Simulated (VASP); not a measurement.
# Ga (I4/mmm) in VASP: a series of runs, part 2 of 2

VASP 6.6.1. The steps go on from the part before.

## 4. Single point, PBEsol (strain +0.030 along x and y, +0.000 along z)

Input file INCAR:

```
ALGO = Fast
EDIFF = 1E-6
ENCUT = 520
GGA = PS
ISIF = 2
ISMEAR = 0
LASPH = True
LCHARG = False
LREAL = False
LWAVE = False
NBANDS = 12
NELM = 60
PREC = Accurate
SIGMA = 0.15
```

Input file KPOINTS:

```
k-points
0
Gamma
  24 24 24
```

Input file POSCAR:

```
Ga
1.0
   -1.4461200000      1.4461200000      2.2290000000
    1.4461200000     -1.4461200000      2.2290000000
    1.4461200000      1.4461200000     -2.2290000000
Ga
1
Direct
    0.0000000000      0.0000000000      0.0000000000
```

Potentials or basis: VASP PAW PBE potentials, release 64 (Ga_d).

The run is started by

```
> cat potpaw_PBE.64/Ga_d/POTCAR > POTCAR
> mpirun -np 1 vasp_std > vasp.out
```

OUTCAR:

```text
EDIFF = 1E-6
   ENCUT = 520
   GGA = PS
   ISIF = 2
   ISMEAR = 0
   LASPH = True
   LREAL = False
   NELM = 60
   PREC = Accurate

 ion  position               nearest neighbor table
   1  0.000  0.000  0.000-

  LATTYP: Found a body centered tetragonal cell.
 ALAT       =     2.8922400000
 C/A-ratio  =     1.5413658618

  Lattice vectors:

 A1 = (  -1.4461200000,   1.4461200000,   2.2290000000)
 A2 = (   1.4461200000,  -1.4461200000,   2.2290000000)
 A3 = (   1.4461200000,   1.4461200000,  -2.2290000000)

Analysis of symmetry for initial positions (statically):
=====================================================================
 Subroutine PRICEL returns:
 Original cell was already a primitive cell.

 Routine SETGRP: Setting up the symmetry group for a
 body centered tetragonal supercell.

 Subroutine GETGRP returns: Found 16 space group operations
 (whereof 16 operations were pure point group operations)
 out of a pool of 16 trial point group operations.

The static configuration has the point symmetry D_4h.

Analysis of symmetry for dynamics (positions and initial velocities):
=====================================================================
 Subroutine PRICEL returns:
 Original cell was already a primitive cell.

 Routine SETGRP: Setting up the symmetry group for a
 body centered tetragonal supercell.

 Subroutine GETGRP returns: Found 16 space group operations
 (whereof 16 operations were pure point group operations)
 out of a pool of 16 trial point group operations.

The dynamic configuration has the point symmetry D_4h.

 Subroutine INISYM returns: Found 16 space group operations
 (whereof 16 operations are pure point group operations),
 and found     1 'primitive' translations

----------------------------------------------------------------------------------------

                                     Primitive cell

  volume of cell :      18.6457

  direct lattice vectors                    reciprocal lattice vectors
    -1.446120000  1.446120000  2.229000000     0.000000000  0.345752773  0.224315837
     1.446120000 -1.446120000  2.229000000     0.345752773  0.000000000  0.224315837
     1.446120000  1.446120000 -2.229000000     0.345752773  0.345752773  0.000000000

  length of vectors
     3.025056546  3.025056546  3.025056546     0.412143876  0.412143876  0.488968261

  position of ions in fractional coordinates (direct lattice)
     0.000000000  0.000000000  0.000000000

  ion indices of the primitive-cell ions
   primitive index   ion index
                 1           1

----------------------------------------------------------------------------------------

 KPOINTS: k-points

Automatic generation of k-mesh.
 Grid dimensions read from file:
 generate k-points for:   24   24   24

 Generating k-lattice:

  Cartesian coordinates                     Fractional coordinates (reciprocal lattice)
     0.000000000  0.014406366  0.009346493     0.041666667  0.000000000  0.000000000
     0.014406366  0.000000000  0.009346493     0.000000000  0.041666667  0.000000000
     0.014406366  0.014406366  0.000000000     0.000000000  0.000000000  0.041666667

  Length of vectors
     0.017172662  0.017172662  0.020373678

  Shift w.r.t. Gamma in fractional coordinates (k-lattice)
     0.000000000  0.000000000  0.000000000

 Subroutine IBZKPT returns following result:
 ===========================================

 Found   1063 irreducible k-points:

 Following reciprocal coordinates:
            Coordinates               Weight
  0.000000  0.000000  0.000000      1.000000
  0.041667 -0.000000  0.000000      8.000000
  0.083333  0.000000 -0.000000      8.000000
  0.125000 -0.000000  0.000000      8.000000
  0.166667 -0.000000  0.000000      8.000000
  0.208333  0.000000  0.000000      8.000000
[... 16 lines left out ...]
  0.416667  0.041667  0.000000     16.000000
  0.458333  0.041667  0.000000     16.000000
 [... further k-points ...]
   k-points           NKPTS =   1063   k-points in BZ     NKDIM =   1063   number of bands    NBANDS=     12
   number of dos      NEDOS =    301   number of ions     NIONS =      1
   total plane-waves  NPLWV =  13824
   dimension x,y,z NGX =    24 NGY =   24 NGZ =   24
   dimension x,y,z NGXF=    48 NGYF=   48 NGZF=   48
   ions per type =               1
   NGX,Y,Z   is equivalent  to a cutoff of  13.19, 13.19, 13.19 a.u.
   NGXF,Y,Z  is equivalent  to a cutoff of  26.38, 26.38, 26.38 a.u.
 SYSTEM =  unknown system
   PREC   = accura    normal or accurate (medium, high low for compatibility)
   ISTART =      0    job   : 0-new  1-cont  2-samecut
   ICHARG =      2    charge: 1-file 2-atom 10-const
   ISPIN  =      1    spin polarized calculation?
   LNONCOLLINEAR =      F non collinear calculations
   LSORBIT =      F    spin-orbit coupling
   LASPH  =      T    aspherical Exc in radial PAW
   ENCUT  =  520.0 eV  38.22 Ry    6.18 a.u.   5.62  5.62  5.62*2*pi/ulx,y,z
   NELM   =     60;   NELMIN=  2; NELMDL= -5     # of ELM steps
   EDIFF  = 0.1E-05   stopping-criterion for ELM
   LREAL  =      F    real-space projection
   EDIFFG = 0.1E-04   stopping-criterion for IOM
   NSW    =      0    number of steps for IOM
   IBRION =     -1    ionic relax: 0-MD 1-quasi-New 2-CG
   NFREE  =      0    steps in history (QN), initial steepest desc. (CG)
   ISIF   =      2    stress and relaxation
   ISYM   =      2    0-nonsym 1-usesym 2-fastsym
   POTIM  = 0.5000    time-step for ionic-motion
   TEBEG  =    0.0;   TEEND  =   0.0 temperature during run
   PSTRESS=    0.0 pullay stress
   NELECT =      13.0000    total number of electrons
   NUPDOWN=      -1.0000    fix difference up-down
   EMIN   =  10.00;   EMAX   =-10.00  energy-range for DOS
   EFERMI =   0.00;   METHOD = LEGACY
   ISMEAR =     0;   SIGMA  =   0.15  broadening in eV -4-tet -1-fermi 0-gaus
   EFERMI_NEDOS =   21; number of points for ismear=-14 and -15
   IALGO  =     68    algorithm
   IMIX   =      4    mixing-type and parameters
     AMIX     =   0.40;   BMIX     =  1.00
     AMIX_MAG =   1.60;   BMIX_MAG =  1.00
  volume/ion in A,a.u.               =      18.65       125.83
  Fermi-wavevector in a.u.,A,eV,Ry     =   1.451654  2.743228 28.671538  2.107299
  Thomas-Fermi vector in A             =   2.569126
   LORBIT       =      0    0 simple, 1 ext, 2 COOP (PROOUT), +10 PAW based schemes
   GGA     = PS    functional components
   LHFCALC =     F    Hartree Fock is set to
   AEXX    =    0.0000 exact exchange contribution
   IVDW    =     0    specifies the selected vdW correction
   LEPSILON=     F    determine dielectric tensor
   LRPA    =     F    only Hartree local field effects (RPA)
 non-spin polarized calculation
 RMM-DIIS sequential band-by-band and
 Gauss-broadening in eV      SIGMA  =   0.15
  energy-cutoff  :      520.00
  volume of cell :       18.65
 maximum number of plane-waves:       519
   NGX = 11   NGY = 11   NGZ = 11

 number of electron      13.0000007 magnetization

 Free energy of the ion-electron system (eV)
  ---------------------------------------------------
  ext. energy  EPLUGINS =         0.00000000
  ---------------------------------------------------
  free energy    TOTEN  =        -3.32970971 eV

  energy without entropy =       -3.32604609  energy(sigma->0) =       -3.32787790

 E-fermi :   5.5040     XC(G=0): -11.2105

 val. band max:        5.4981023493   @ k =  -0.3750   0.4167   0.1667
 cond. band min:       5.5179436232   @ k =  -0.1667  -0.3750   0.0833
 fundamental gap:      0.0198412739
 Fermi energy:         5.5040349609

 k-point     1 :       0.0000    0.0000    0.0000
  band No.  band energies     occupation
      1      -9.3917      2.00000
      2      -9.3081      2.00000
      3      -9.3081      2.00000
      4      -9.2596      2.00000
      5      -9.1687      2.00000
      6      -5.6310      2.00000
      7      17.8322      0.00000
      8      17.8322      0.00000
      9      17.9020      0.00000
     10      21.4700      0.00000
     11      21.5315      0.00000
     12      21.9402      0.00000
[... 331 lines left out ...]
 k-point    24 :       0.4583    0.0417    0.0000
  band No.  band energies     occupation
      1      -9.4142      2.00000
      2      -9.3658      2.00000
      3      -9.2950      2.00000
      4      -9.1227      2.00000
      5      -9.0951      2.00000
      6       0.1865      2.00000
      7       2.0006      2.00000
      8      14.1760      0.00000
      9      15.9573      0.00000
     10      18.5839      0.00000
     11      19.6900      0.00000
     12      21.6503      0.00000

 [... further k-points ...]

------------------------ aborting loop because EDIFF is reached ----------------------------------------

  FORCE on cell =-STRESS in cart. coord.  units (eV):
  Direction    XX          YY          ZZ          XY          YZ          ZX
  --------------------------------------------------------------------------------------
  -------------------------------------------------------------------------------------
  Total       -0.3008617     -0.3008617     -0.3089295      0.0000000     -0.0000000      0.0000000
  in kB      -25.8522754    -25.8522754    -26.5455200      0.0000000     -0.0000000      0.0000000
  external PRESSURE =     -26.0833569 kB  Pullay stress =       0.0000000 kB

 VOLUME and BASIS-vectors are now :
 -----------------------------------------------------------------------------
  energy-cutoff  :      520.00
  volume of cell :       18.65
      direct lattice vectors                 reciprocal lattice vectors
    -1.446120000  1.446120000  2.229000000     0.000000000  0.345752773  0.224315837
     1.446120000 -1.446120000  2.229000000     0.345752773  0.000000000  0.224315837
     1.446120000  1.446120000 -2.229000000     0.345752773  0.345752773  0.000000000

 POSITION                                       TOTAL-FORCE (eV/Angst)
 -----------------------------------------------------------------------------------
      0.00000      0.00000      0.00000         0.000000      0.000000      0.000000
 -----------------------------------------------------------------------------------
    total drift:                                0.000000      0.000000     -0.000000

  FREE ENERGIE OF THE ION-ELECTRON SYSTEM (eV)
  ---------------------------------------------------
  free  energy   TOTEN  =        -3.3297097099 eV

  energy  without entropy=       -3.3260460914  energy(sigma->0) =       -3.32787790
```

OSZICAR:

```text
N       E                     dE             d eps       ncg     rms          rms(c)
DAV:   1     0.437848538205E+02    0.43785E+02   -0.66772E+03 27344   0.188E+03
DAV:   2    -0.118885578059E+01   -0.44974E+02   -0.43264E+02 26780   0.263E+02
DAV:   3    -0.335385581886E+01   -0.21650E+01   -0.21597E+01 29232   0.461E+01
DAV:   4    -0.337149005996E+01   -0.17634E-01   -0.17632E-01 29588   0.445E+00
DAV:   5    -0.337167826112E+01   -0.18820E-03   -0.18820E-03 30296   0.442E-01    0.928E-01
RMM:   6    -0.333706983710E+01    0.34608E-01   -0.42830E-02 35893   0.296E+00    0.442E-01
RMM:   7    -0.333052299581E+01    0.65468E-02   -0.12163E-02 38348   0.116E+00    0.131E-01
RMM:   8    -0.332970112666E+01    0.82187E-03   -0.12896E-03 38252   0.364E-01    0.107E-02
RMM:   9    -0.332970612650E+01   -0.49998E-05   -0.18090E-04 39336   0.183E-01    0.784E-03
RMM:  10    -0.332970957023E+01   -0.34437E-05   -0.30448E-05 39383   0.667E-02    0.533E-04
RMM:  11    -0.332970970987E+01   -0.13964E-06   -0.31390E-06 24302   0.183E-02
   1 F= -.33297097E+01 E0= -.33278779E+01  d E =-.366362E-02
```

stdout:

```text
POSCAR found type information on POSCAR Ga
 POSCAR found :  1 types and       1 ions
 scaLAPACK will be used
 -----------------------------------------------------------------------------
|                                                                             |
|                                                                             |
|     You enforced a specific xc type in the INCAR file but a different       |
|     I HOPE YOU KNOW WHAT YOU ARE DOING!                                     |
|                                                                             |
 -----------------------------------------------------------------------------

 LDA part: xc-table for (Slater+PW92), standard interpolation
 POSCAR, INCAR and KPOINTS ok, starting setup
 FFT: planning ... GRIDC
 FFT: planning ... GRID_SOFT
 FFT: planning ... GRID
 WAVECAR not read
 entering main loop
WARNING in EDDRMM: call to ZHEGV failed, returncode =   8  4     11
WARNING in EDDRMM: call to ZHEGV failed, returncode =   6  3      9
WARNING in EDDRMM: call to ZHEGV failed, returncode =   8  4     11
```

It took 2.1 min on 1 thread of Intel Xeon Platinum 8259CL at 2.50GHz (Skylake/Cascade Lake), shared host; peak memory 0.33 GiB.

Results:

| Item | Value |
| --- | --- |
| Free energy | -3.3297 eV |
| Pressure | -2.6 GPa |
| Band gap on the k mesh | zero (an odd number of electrons rules out a gap without spin polarisation) |

Caveat: the cell differs from its parent crystal (strain +0.030 along x and y, +0.000 along z); the PAW data sets were made with another functional, which shifts forces and pressure a little.

## 5. Overview

```tsv
cell	further INCAR settings	gap on the mesh (eV)	pressure (GPa)
a = 3.005 Å, angles 123.4, 123.4, 84.2°, 1 atom	ALGO = Fast; EDIFF = 1e-07; NBANDS = 12	none	-1.2
a = 3.030 Å, angles 123.9, 123.9, 83.4°, 1 atom	ALGO = Fast; EDIFF = 1e-07; NBANDS = 12	none	-2.0
a = 3.025 Å, angles 122.9, 122.9, 85.1°, 1 atom	ALGO = Fast; EDIFF = 1e-06; NBANDS = 12	none	-2.6
```

Alike in all rows: task single point; level PBEsol; potentials or basis VASP PAW PBE potentials, release 64 (Ga_d); no spin polarisation; k mesh 24 × 24 × 24; cutoff (eV) 520; smearing gaussian 0.15 eV.

Caveats: the PAW data sets were made with another functional, which shifts forces and pressure a little.

Total energies depend on the potentials used, so only differences within one code and one set of settings carry meaning.
